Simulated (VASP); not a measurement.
Set up this calculation in VASP 6.6.1, as the native input.

```
Task                   : single point
Functional             : PBE
Potentials or basis    : VASP PAW PBE potentials, release 64 (Mg, Zr_sv, N)
Cutoff                 : 600 eV
k mesh                 : 4 × 4 × 3
Occupations            : gaussian, width 0.2 eV
Spin                   : no spin polarisation
Dipole correction      : no
Further INCAR settings : ALGO = Normal; EDIFF = 1e-06; NBANDS = 23
```

The structure of Mg3ZrN2 lies in POSCAR:

```
Mg3ZrN2
1.0
    4.2801958524      0.0000000000      0.0000000000
    0.0000000000      4.2801958524      0.0000000000
    0.0000000000      0.0000000000      6.7198173331
Mg Zr N
3 1 2
Direct
    0.0000000000      0.0000000000      0.0000000000
    0.0000000000      0.0000000000      0.5000000000
    0.5000000000      0.5000000000      0.0000000000
    0.5000000000      0.5000000000      0.5000000000
    0.0000000000      0.5000000000      0.5000000000
    0.5000000000      0.0000000000      0.5000000000
```

These files were run (other wordings do the same):

INCAR

```
ALGO     = Normal         # electronic algorithm
EDIFF    = 1E-6           # SCF threshold, eV
ENCUT    = 600            # plane-wave cutoff, eV
GGA      = PE             # functional
GGA_COMPAT= F            
ISIF     = 2              # what is computed and relaxed
ISMEAR   = 0              # smearing method
LASPH    = T              # aspherical terms in the spheres
LCHARG   = F              # write CHGCAR
LREAL    = F              # projectors in reciprocal space
LWAVE    = F              # write WAVECAR
NBANDS   = 23             # bands
NELM     = 120            # most SCF steps
PREC     = Accurate       # precision mode
SIGMA    = 0.2            # smearing width, eV
```

KPOINTS

```
k-points
0
Gamma
  4 4 3
```

Potentials or basis: VASP PAW PBE potentials, release 64 (Mg, Zr_sv, N).

Run with:

```console
$ cat potpaw_PBE.64/Mg/POTCAR potpaw_PBE.64/Zr_sv/POTCAR potpaw_PBE.64/N/POTCAR > POTCAR
$ mpirun -np 1 vasp_std > vasp.out
```

It gave:

```yaml
Pressure: 0.0 GPa
Band_gap_on_the_k_mesh: zero (band 14 reaches 4.20 eV, above the bottom of band 15 at 2.37 eV)
```

Caveat: the k points lie up to 0.37 Å⁻¹ apart.

Run time: 32 s on 1 thread of Intel(R) Xeon(R) 6975P-C (Granite Rapids), with other jobs on the host, peak memory 0.26 GiB.
